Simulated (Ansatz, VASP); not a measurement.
Bi: VASP beside Ansatz

The input INCAR:

```
  ALGO = Normal
  EDIFF = 1E-7
  ENCUT = 520
  GGA = PS
  ISIF = 2
  ISMEAR = -1
  LASPH = True
  LCHARG = True
  LELF = True
  LREAL = False
  LVHAR = True
  LWAVE = False
  NBANDS = 14
  NELM = 80
  PREC = Accurate
  SIGMA = 0.1
```

File KPOINTS:

```
k-points
0
Gamma
  13 13 13
```

POSCAR

```
Bi
1.0
   -2.0349256557      2.0349256557      2.0349256557
    2.0349256557     -2.0349256557      2.0349256557
    2.0349256557      2.0349256557     -2.0349256557
Bi
1
Direct
    0.0000000000      0.0000000000      0.0000000000
```

Input for Ansatz:

```yaml
crystal:
  lattice:
    - [-2.0349256557, 2.0349256557, 2.0349256557]
    - [2.0349256557, -2.0349256557, 2.0349256557]
    - [2.0349256557, 2.0349256557, -2.0349256557]
  atoms:
    - { symbol: Bi, position: [0.0, 0.0, 0.0] }
hamiltonian:
  xc: pbesol
  pseudopotentials:
    kind: paw
    azcp:
      Bi: "pseudopotentials/Bi.paw.azcp"
basis:
  ecutwfc: 420
  fft_grid_basis: typed
kpoints:
  mp_grid: { grid: [13, 13, 13], shift: [0, 0, 0] }
magnetization:
  spin_polarized: false
scf:
  occupations: { method: fermi_dirac, width: 0.1 }
  lower_state_search: "off"
output:
  stress: true
```

Alike in both runs: task single point; functional PBEsol; k mesh 13 × 13 × 13; occupations fermi-dirac, width 0.1 eV; no spin polarisation.

|  | VASP | Ansatz |
| --- | --- | --- |
| version | VASP 6.6.1 | Ansatz 0.2.0 |
| potentials or method | VASP PAW PBE potentials, release 64 (Bi_d), cutoff 520 eV | plane waves (420 eV) with PAW, scalar-relativistic |
| valence electrons in the cell | 15 | 15 |

Ansatz gave:

- pressure (GPa): -5.3

Question: Estimate VASP's values.

Answer: Pressure (GPa): -5.4.

VASP's potentials were made for PBE, not for PBEsol, and Ansatz warns of the same on its side.

Neither program's run includes spin-orbit coupling.
